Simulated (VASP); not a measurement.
C: single point with PBE

Crystal: C.

```
C
1.0
    -1.47592    1.47592    1.83093
     1.47592   -1.47592    1.83093
     1.47592    1.47592   -1.83093
C
3
Direct
  0.50000 0.00000 0.50000
  0.00000 0.50000 0.50000
  0.00000 0.00000 0.00000
```

* Program: VASP 6.6.1
* Task: single point
* Functional: PBE
* Potentials or basis: VASP PAW PBE potentials, release 64 (C)
* Cutoff: 520 eV
* k mesh: 8 × 8 × 8
* Occupations: gaussian, width 0.1 eV
* Spin: collinear spin, ferromagnetic start
* Starting moments: [1.0, 1.0, 1.0] μB
* Dipole correction: no
* Further INCAR settings: ALGO = Normal; EDIFF = 1e-06; NBANDS = 17

```yaml
Pressure: 69.2 GPa
Band_gap_on_the_k_mesh: zero (filled and empty bands overlap)
Net_moment: 0.00 μB per cell
Valence_electrons_inside_the_program's_atomic_spheres: C 2.43, 2.62
```

Stress tensor (GPa, compression positive):
```
82.74  0.00  0.00
 0.00 82.74  0.00
 0.00  0.00 42.00
```

Levels at points of the mesh, in eV from the Fermi level:
Spin up:
```csv
k point,band 4,band 5,band 6,band 7,band 8,band 9
"(0.00, 0.00, 0.00)",-4.45,-0.63,-0.38,1.57,1.57,3.50
"(0.50, 0.00, 0.00)",-5.15,-3.40,-1.89,-0.91,2.72,7.16
"(0.50, 0.50, 0.00)",-7.67,-7.02,-3.43,3.03,7.37,9.06
"(0.50, 0.50, 0.50)",-12.66,-9.59,-1.92,3.63,3.63,7.03
```
Spin down:
| k point | band 2 | band 3 | band 4 | band 5 | band 6 | band 7 | band 8 | band 9 | band 10 | band 11 |
| --- | --- | --- | --- | --- | --- | --- | --- | --- | --- | --- |
| (0.00, 0.00, 0.00) | -9.31 | -9.31 | -4.45 | -0.63 | -0.38 | 1.57 | 1.57 | 3.50 | 9.75 | 10.63 |
| (0.50, 0.00, 0.00) | -17.15 | -10.01 | -5.15 | -3.40 | -1.89 | -0.91 | 2.72 | 7.16 | 10.22 | 10.34 |
| (0.50, 0.50, 0.00) | -17.48 | -10.62 | -7.67 | -7.02 | -3.43 | 3.03 | 7.37 | 9.06 | 9.97 | 10.98 |
| (0.50, 0.50, 0.50) | -13.31 | -12.66 | -12.66 | -9.59 | -1.92 | 3.63 | 3.63 | 7.03 | 11.46 | 21.53 |

Run time: 22 s on 1 thread of Intel(R) Xeon(R) Platinum 8488C (Sapphire Rapids) (shared host), peak memory 0.14 GiB.

Caveat: the k points lie up to 0.38 Å⁻¹ apart.
